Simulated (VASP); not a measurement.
A run of VASP 6.6.1 is set up as follows.

INCAR

```
ALGO = Normal ; EDIFF = 1E-6
ENCUT = 910 ; GGA_COMPAT = False
ISIF = 2 ; ISMEAR = 0
LASPH = True ; LCHARG = False
LREAL = False ; LWAVE = False
NBANDS = 11 ; NELM = 120
PREC = Accurate ; SIGMA = 0.05
```

KPOINTS

```
k-points
0
Gamma
  12 12 12
```

The input POSCAR:

```
C
1.0
    0.0000000000      1.7097638303      1.8379961176
    1.7097638303      0.0000000000      1.8379961176
    1.7097638303      1.7097638303      0.0000000000
C
2
Direct
    0.5000000000      0.5000000000      0.5000000000
    0.7500000000      0.7500000000      0.7500000000
```

Potentials or basis: VASP PAW LDA potentials, release 64 (C_h).

Command:

```bash
$ cat potpaw_LDA.64/C_h/POTCAR > POTCAR
$ mpirun -np 1 vasp_std > vasp.out
```

(1) What does it give for the band gap on the k mesh?

(2) What does it give for the pressure?

## Answers

(1) 3.33 eV, indirect (least direct gap 5.04 eV).

(2) 12.8 GPa.

Caveat: the cutoff is under 1.25 times the usual one of these potentials, so pressure, stress and relaxed cells hold a basis-set (Pulay) error.
